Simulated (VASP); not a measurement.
Here is a VASP 6.6.1 calculation.

INCAR

```
SYSTEM = SrAlPtC6N6
ALGO     = Normal         ! electronic algorithm
EDIFF    = 1E-6           ! SCF threshold, eV
ENCUT    = 600            ! plane-wave cutoff, eV
GGA      = PE             ! functional
GGA_COMPAT= .FALSE.      
ISIF     = 2              ! what is computed and relaxed
ISMEAR   = 0              ! smearing method
LASPH    = .TRUE.         ! aspherical terms in the spheres
LCHARG   = .TRUE.         ! write CHGCAR
LELF     = .TRUE.         ! ELF
LREAL    = Auto         
LVHAR    = .TRUE.       
LWAVE    = .FALSE.        ! write WAVECAR
NBANDS   = 56             ! bands
NELM     = 120            ! most SCF steps
PREC     = Accurate       ! precision mode
SIGMA    = 0.1            ! smearing width, eV
```

Contents of KPOINTS:

```
k-points
0
G
  4 4 4
  0 0 0
```

File POSCAR:

```
SrAlPtC6N6
1.0
    0.0000000000      5.3473246511      5.3473246511
    5.3473246511      0.0000000000      5.3473246511
    5.3473246511      5.3473246511      0.0000000000
Sr Al Pt C N
1 1 1 6 6
Direct
    0.7500000000      0.7500000000      0.7500000000
    0.5000000000      0.5000000000      0.5000000000
    0.0000000000      0.0000000000      0.0000000000
    0.7932797256      0.2067202744      0.2067202744
    0.2067202744      0.2067202744      0.7932797256
    0.7932797256      0.2067202744      0.7932797256
    0.2067202744      0.7932797256      0.7932797256
    0.7932797256      0.7932797256      0.2067202744
    0.2067202744      0.7932797256      0.2067202744
    0.6836811233      0.3163188767      0.3163188767
    0.3163188767      0.3163188767      0.6836811233
    0.6836811233      0.3163188767      0.6836811233
    0.3163188767      0.6836811233      0.6836811233
    0.6836811233      0.6836811233      0.3163188767
    0.3163188767      0.6836811233      0.3163188767
```

Potentials or basis: VASP PAW PBE potentials, release 64 (Sr_sv, Al, Pt_sv_GW, C, N).

Command:

```console
$ cat potpaw_PBE.64/Sr_sv/POTCAR potpaw_PBE.64/Al/POTCAR potpaw_PBE.64/Pt_sv_GW/POTCAR potpaw_PBE.64/C/POTCAR potpaw_PBE.64/N/POTCAR > POTCAR
$ mpirun -np 1 vasp_std > vasp.out
```

Task: Estimate the largest force.

Result: 0.385 eV/Å.

Task: Estimate the pressure.

Result: 0.4 GPa.

Task: What does it give for the band gap on the k mesh?

Result: Zero (an odd number of electrons rules out a gap without spin polarisation).

Forces in eV/Å, atoms in the order of the input:
```
Sr   0.000  0.000  0.000
Al   0.000  0.000  0.000
Pt   0.000  0.000  0.000
C   -0.385  0.000  0.000
C    0.000  0.000 -0.385
C    0.000  0.385  0.000
C    0.385  0.000  0.000
C    0.000  0.000  0.385
C    0.000 -0.385  0.000
N    0.371  0.000  0.000
N    0.000  0.000  0.371
N    0.000 -0.371  0.000
N   -0.371  0.000  0.000
N    0.000  0.000 -0.371
N    0.000  0.371  0.000
```

Caveat: spin-orbit coupling is left out, which moves the levels of the heavy elements.
